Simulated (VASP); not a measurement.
Crystal: SiC (Moissanite 3C).

```
Si C
1.0
     0.00000    2.17900    2.17900
     2.17900    0.00000    2.17900
     2.17900    2.17900    0.00000
Si C
1 1
Direct
  0.00000 0.00000 0.00000
  0.25000 0.25000 0.25000
```

Base run:

```yaml
Program: VASP 6.6.1
Functional: RPBE
Potentials_or_basis: VASP PAW PBE potentials, release 64 (Si, C)
Cutoff: 600 eV
k_mesh: 6 × 6 × 6
Occupations: gaussian, width 0.01 eV
Spin: no spin polarisation
```

Its results: band gap on the k mesh 1.36 eV, indirect (least direct gap 4.54 eV); pressure 5.9 GPa.

Q: The run is repeated on the same cell with these changes: functional from RPBE to revPBE. What comes out?

A: Band gap on the k mesh 1.35 eV, indirect (least direct gap 4.53 eV); pressure 5.2 GPa.

Caveats: the PAW data sets were made with another functional, which shifts forces and pressure a little.

A k mesh can miss the band edges.
